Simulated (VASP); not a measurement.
# InSe (Fm-3m) in VASP: a series of runs, part 2 of 2

VASP 6.6.1.

## 3. Relaxation of cell and atoms, PBEsol

This run uses another cell than the first one, of 24.60 Å³/atom, 1.004 times its volume.

Input file INCAR:

```
SYSTEM = InSe
  PREC = Accurate
  ENCUT = 600
  EDIFF = 1E-6
  ISMEAR = 0
  SIGMA = 0.1
  LREAL = .FALSE.
  LASPH = .TRUE.
  NELM = 80
  ALGO = Normal
  ISIF = 3
  LWAVE = .FALSE.
  LCHARG = .FALSE.
  GGA = PS
  IBRION = 2
  NSW = 80
  EDIFFG = -0.01
```

Input file KPOINTS:

```
Automatic mesh
0
G
  12 12 12
  0 0 0
```

Input file POSCAR:

```
InSe
1.0
    0.0000000000      2.9082433716      2.9082433716
    2.9082433716      0.0000000000      2.9082433716
    2.9082433716      2.9082433716      0.0000000000
In Se
1 1
Direct
    0.0000000000      0.0000000000      0.0000000000
    0.5000000000      0.5000000000      0.5000000000
```

Potentials or basis: VASP PAW PBE potentials, release 64 (In_d, Se).

Started as:

```console
$ cat potpaw_PBE.64/In_d/POTCAR potpaw_PBE.64/Se/POTCAR > POTCAR
$ mpirun -np 1 vasp_std > vasp.out
```

OUTCAR:

```text
SYSTEM = InSe
   PREC = Accurate
   ENCUT = 600
   EDIFF = 1E-6
   ISMEAR = 0
   LREAL = .FALSE.
   LASPH = .TRUE.
   NELM = 80
   ISIF = 3
   GGA = PS
   IBRION = 2
   NSW = 80
   EDIFFG = -0.01

 ion  position               nearest neighbor table
   1  0.000  0.000  0.000-   2 2.91   2 2.91   2 2.91   2 2.91   2 2.91   2 2.91
   2  0.500  0.500  0.500-   1 2.91   1 2.91   1 2.91   1 2.91   1 2.91   1 2.91

  LATTYP: Found a face centered cubic cell.
 ALAT       =     5.8164867432

  Lattice vectors:

 A1 = (   0.0000000000,   2.9082433716,   2.9082433716)
 A2 = (   2.9082433716,   0.0000000000,   2.9082433716)
 A3 = (   2.9082433716,   2.9082433716,   0.0000000000)

Analysis of symmetry for initial positions (statically):
=====================================================================
 Subroutine PRICEL returns:
 Original cell was already a primitive cell.

 Routine SETGRP: Setting up the symmetry group for a
 face centered cubic supercell.

 Subroutine GETGRP returns: Found 48 space group operations
 (whereof 48 operations were pure point group operations)
 out of a pool of 48 trial point group operations.

The static configuration has the point symmetry O_h .

Analysis of symmetry for dynamics (positions and initial velocities):
=====================================================================
 Subroutine PRICEL returns:
 Original cell was already a primitive cell.

 Routine SETGRP: Setting up the symmetry group for a
 face centered cubic supercell.

 Subroutine GETGRP returns: Found 48 space group operations
 (whereof 48 operations were pure point group operations)
 out of a pool of 48 trial point group operations.

The dynamic configuration has the point symmetry O_h .

 Subroutine INISYM returns: Found 48 space group operations
 (whereof 48 operations are pure point group operations),
 and found     1 'primitive' translations

----------------------------------------------------------------------------------------

                                     Primitive cell

  volume of cell :      49.1951

  direct lattice vectors                    reciprocal lattice vectors
     0.000000000  2.908243372  2.908243372    -0.171925089  0.171925089  0.171925089
     2.908243372  0.000000000  2.908243372     0.171925089 -0.171925089  0.171925089
     2.908243372  2.908243372  0.000000000     0.171925089  0.171925089 -0.171925089

  length of vectors
     4.112877219  4.112877219  4.112877219     0.297782989  0.297782989  0.297782989

  position of ions in fractional coordinates (direct lattice)
     0.000000000  0.000000000  0.000000000
     0.500000000  0.500000000  0.500000000

  ion indices of the primitive-cell ions
   primitive index   ion index
                 1           1
                 2           2

[... 106 lines left out ...]
  volume of cell :       49.20
 maximum number of plane-waves:      1676
 NGX is ok and might be reduce to    36
   NGX = 17   NGY = 17   NGZ = 17

--------------------------------------- Ionic step        1  -------------------------------------------

 number of electron      19.0000001 magnetization

 Free energy of the ion-electron system (eV)
  ---------------------------------------------------
  ext. energy  EPLUGINS =         0.00000000
  ---------------------------------------------------
  free energy    TOTEN  =        -7.71247363 eV

  energy without entropy =       -7.70737213  energy(sigma->0) =       -7.70992288

------------------------ aborting loop because EDIFF is reached ----------------------------------------

  FORCE on cell =-STRESS in cart. coord.  units (eV):
  Direction    XX          YY          ZZ          XY          YZ          ZX
  --------------------------------------------------------------------------------------
  -------------------------------------------------------------------------------------
  Total       -0.0453576     -0.0453576     -0.0453576     -0.0000000      0.0000000     -0.0000000
  in kB       -1.4771975     -1.4771975     -1.4771975     -0.0000000      0.0000000     -0.0000000
  external PRESSURE =      -1.4771975 kB  Pullay stress =       0.0000000 kB

 VOLUME and BASIS-vectors are now :
 -----------------------------------------------------------------------------
  energy-cutoff  :      600.00
  volume of cell :       49.20
      direct lattice vectors                 reciprocal lattice vectors
     0.000000000  2.908243372  2.908243372    -0.171925089  0.171925089  0.171925089
     2.908243372  0.000000000  2.908243372     0.171925089 -0.171925089  0.171925089
     2.908243372  2.908243372  0.000000000     0.171925089  0.171925089 -0.171925089

 POSITION                                       TOTAL-FORCE (eV/Angst)
 -----------------------------------------------------------------------------------
      0.00000      0.00000      0.00000         0.000000      0.000000      0.000000
      2.90824      2.90824      2.90824         0.000000      0.000000      0.000000
 -----------------------------------------------------------------------------------
    total drift:                               -0.000000      0.000000      0.000000

  FREE ENERGIE OF THE ION-ELECTRON SYSTEM (eV)
  ---------------------------------------------------
  free  energy   TOTEN  =        -7.7124736266 eV

  energy  without entropy=       -7.7073721325  energy(sigma->0) =       -7.70992288

--------------------------------------- Ionic step        2  -------------------------------------------

 number of electron      19.0000001 magnetization

 Free energy of the ion-electron system (eV)
  ---------------------------------------------------
  ext. energy  EPLUGINS =         0.00000000
  ---------------------------------------------------
  free energy    TOTEN  =        -7.71251851 eV

  energy without entropy =       -7.70740885  energy(sigma->0) =       -7.70996368

 E-fermi :   6.1737     XC(G=0): -10.1177

 val. band max:        6.1727540112   @ k =   0.3333   0.1667   0.0000
 cond. band min:       6.1795870919   @ k =  -0.1667   0.0833   0.0000
 fundamental gap:      0.0068330807
 Fermi energy:         6.1736958023

 k-point     1 :       0.0000    0.0000    0.0000
  band No.  band energies     occupation
      1      -8.4922      2.00000
      2      -8.4922      2.00000
      3      -8.4796      2.00000
      4      -8.4796      2.00000
      5      -8.4796      2.00000
      6      -8.2250      2.00000
      7       3.1879      2.00000
      8       3.9242      2.00000
      9       3.9242      2.00000
     10       3.9242      2.00000
     11      12.5280      0.00000
     12      12.5280      0.00000
     13      12.5281      0.00000
[... 354 lines left out ...]
  band No.  band energies     occupation
      1      -8.6764      2.00000
      2      -8.5303      2.00000
      3      -8.4757      2.00000
      4      -8.4453      2.00000
      5      -8.4272      2.00000
      6      -6.9896      2.00000
      7      -0.8529      2.00000
      8       2.7126      2.00000
      9       3.8467      2.00000
     10       6.6135      0.00000
     11       8.3956      0.00000
     12       9.4381      0.00000
     13      11.2176      0.00000

 [... further k-points ...]
[... 5 lines left out ...]
  --------------------------------------------------------------------------------------
  -------------------------------------------------------------------------------------
  Total        0.0107905      0.0107905      0.0107905      0.0000000     -0.0000000      0.0000000
  in kB        0.3525782      0.3525782      0.3525782      0.0000000     -0.0000000      0.0000000
  external PRESSURE =       0.3525782 kB  Pullay stress =       0.0000000 kB

 VOLUME and BASIS-vectors are now :
 -----------------------------------------------------------------------------
  energy-cutoff  :      600.00
  volume of cell :       49.03
      direct lattice vectors                 reciprocal lattice vectors
    -0.000000000  2.905061504  2.905061504    -0.172113396  0.172113396  0.172113396
     2.905061504 -0.000000000  2.905061504     0.172113396 -0.172113396  0.172113396
     2.905061504  2.905061504 -0.000000000     0.172113396  0.172113396 -0.172113396

 POSITION                                       TOTAL-FORCE (eV/Angst)
 -----------------------------------------------------------------------------------
      0.00000      0.00000      0.00000         0.000000      0.000000     -0.000000
      2.90506      2.90506      2.90506        -0.000000     -0.000000      0.000000
 -----------------------------------------------------------------------------------
    total drift:                               -0.000000      0.000000      0.000000

  FREE ENERGIE OF THE ION-ELECTRON SYSTEM (eV)
  ---------------------------------------------------
  free  energy   TOTEN  =        -7.7125185101 eV

  energy  without entropy=       -7.7074088550  energy(sigma->0) =       -7.70996368

 reached required accuracy - stopping structural energy minimisation
```

OSZICAR:

```text
N       E                     dE             d eps       ncg     rms          rms(c)
DAV:   1     0.133821171149E+03    0.13382E+03   -0.96239E+03  1877   0.177E+03
DAV:   2     0.311647438288E+01   -0.13070E+03   -0.12768E+03  1957   0.377E+02
DAV:   3    -0.758112770178E+01   -0.10698E+02   -0.10406E+02  2433   0.103E+02
DAV:   4    -0.786402006044E+01   -0.28289E+00   -0.28223E+00  2126   0.180E+01
DAV:   5    -0.787457317204E+01   -0.10553E-01   -0.10552E-01  2679   0.340E+00    0.395E+00
DAV:   6    -0.772074443958E+01    0.15383E+00   -0.31050E-01  2521   0.131E+01    0.237E+00
DAV:   7    -0.771292610450E+01    0.78183E-02   -0.81134E-02  2434   0.389E+00    0.811E-01
DAV:   8    -0.771246918089E+01    0.45692E-03   -0.89933E-03  2512   0.155E+00    0.153E-01
DAV:   9    -0.771246088345E+01    0.82974E-05   -0.89105E-04  2507   0.566E-01    0.896E-02
DAV:  10    -0.771247111612E+01   -0.10233E-04   -0.83200E-05  2005   0.770E-02    0.503E-02
DAV:  11    -0.771247296217E+01   -0.18461E-05   -0.19157E-05  2453   0.693E-02    0.629E-03
DAV:  12    -0.771247362660E+01   -0.66443E-06   -0.29554E-06  1903   0.236E-02
   1 F= -.77124736E+01 E0= -.77099229E+01  d E =-.771247E+01
       N       E                     dE             d eps       ncg     rms          rms(c)
DAV:   1    -0.771434099523E+01   -0.18680E-02   -0.48030E-02  2452   0.470E+00    0.258E-01
DAV:   2    -0.771277178833E+01    0.15692E-02   -0.33659E-03  2297   0.147E+00    0.952E-02
DAV:   3    -0.771251886641E+01    0.25292E-03   -0.95065E-04  2432   0.695E-01    0.292E-02
DAV:   4    -0.771251856628E+01    0.30013E-06   -0.34629E-05  1907   0.632E-02    0.167E-02
DAV:   5    -0.771251851013E+01    0.56147E-07   -0.33843E-06  2177   0.254E-02
   2 F= -.77125185E+01 E0= -.77099637E+01  d E =-.448835E-04
```

CONTCAR:

```text
InSe
   1.00000000000000
    -0.0000000000000000    2.9050615035999647    2.9050615035999647
     2.9050615035999647   -0.0000000000000000    2.9050615035999647
     2.9050615035999647    2.9050615035999647   -0.0000000000000000
  In              Se
     1     1
Direct
     0.0000000000000000    0.0000000000000000    0.0000000000000000
     0.5000000000000000    0.5000000000000000    0.5000000000000000

  0.00000000E+00  0.00000000E+00  0.00000000E+00
  0.00000000E+00  0.00000000E+00  0.00000000E+00
```

Run time: 3.1 min. Hardware: 1 thread of AMD EPYC 7R13, shared host; peak memory 0.22 GiB.

Results:

* Free energy: -7.7125 eV
* Relaxed volume: 24.52 Å³/atom
* Relaxed cell: a = 4.108 Å, b = 4.108 Å, c = 4.108 Å, α = 60.00°, β = 60.00°, γ = 60.00°
* Space group after relaxing (to 0.05 Å): Fm-3m (No. 225)
* Energy gained by relaxing: 0.0 meV/atom
* Ionic steps: 2
* Pressure after relaxing: 0.0 GPa

Final structure:
```
In Se
1.0
     0.00000    2.90506    2.90506
     2.90506    0.00000    2.90506
     2.90506    2.90506    0.00000
In Se
1 1
Cartesian
  0.0000 0.0000 0.0000
  2.9051 2.9051 2.9051
```

Caveat: the PAW data sets were made with another functional, which shifts forces and pressure a little; spin-orbit coupling is left out, which moves the levels of the heavy elements.

## 4. Single point, PBEsol

This run uses another cell than the first one, of 16.33 Å³/atom, 0.666 times its volume.

Input file INCAR:

```
SYSTEM = InSe
ALGO = Normal ; EDIFF = 1E-6
ENCUT = 500 ; GGA = PS
GGA_COMPAT = .FALSE. ; ISIF = 2
ISMEAR = 0 ; LASPH = .TRUE.
LCHARG = .FALSE. ; LREAL = .FALSE.
LWAVE = .FALSE. ; NBANDS = 16
NELM = 120 ; PREC = Accurate
SIGMA = 0.1
```

Input file KPOINTS:

```
k-points
0
G
  6 6 6
  0 0 0
```

Input file POSCAR:

```
InSe
1.0
    0.0000000000      2.5367984864      2.5367984864
    2.5367984864      0.0000000000      2.5367984864
    2.5367984864      2.5367984864      0.0000000000
In Se
1 1
Direct
    0.0000000000      0.0000000000      0.0000000000
    0.5000000000      0.5000000000      0.5000000000
```

Started as:

```console
$ cat potpaw_PBE.64/In_d/POTCAR potpaw_PBE.64/Se/POTCAR > POTCAR
$ mpirun -np 1 vasp_std > vasp.out
```

It took 9.9 s on 1 thread of Intel Xeon 6975P-C, shared host; peak memory 0.16 GiB.

The run converged. Its results:

```
Free energy : -5.4918 eV
Pressure    : 61.5 GPa
```

Levels at points of the mesh, in eV from the Fermi level:
```csv
k point,band 6,band 7,band 8,band 9,band 10,band 11,band 12,band 13,band 14,band 15
"(0.00, 0.00, 0.00)",-16.01,-3.67,-3.67,-3.67,-1.10,5.85,5.85,5.85,6.86,8.05
"(0.50, 0.00, 0.00)",-15.81,-10.66,-2.79,-2.79,-0.11,1.74,1.74,5.15,10.40,11.12
"(0.50, 0.50, 0.00)",-13.04,-9.53,-6.24,-6.24,-4.41,1.63,9.97,9.97,9.97,13.69
```

Caveat: the PAW data sets were made with another functional, which shifts forces and pressure a little; spin-orbit coupling is left out, which moves the levels of the heavy elements.

## 5. Summary

| task | cell | k mesh | cutoff (eV) | gap on the mesh (eV) | pressure (GPa) |
| --- | --- | --- | --- | --- | --- |
| single point | a = 4.108 Å, angles 60.0°, 2 atoms | 12 × 12 × 12 | 520 | none | 0.0 |
| relaxation of cell and atoms | relaxed from a = 4.113 Å, angles 60.0°, 2 atoms | 12 × 12 × 12 | 600 | none | 0.0 |
| single point | a = 3.588 Å, angles 60.0°, 2 atoms | 6 × 6 × 6 | 500 | none | 61.5 |

Alike in all rows: level PBEsol; potentials or basis VASP PAW PBE potentials, release 64 (In_d, Se); no spin polarisation; smearing gaussian 0.1 eV.

Caveats: the PAW data sets were made with another functional, which shifts forces and pressure a little; spin-orbit coupling is left out, which moves the levels of the heavy elements.

Total energies depend on the potentials used, so only differences within one code and one set of settings carry meaning.
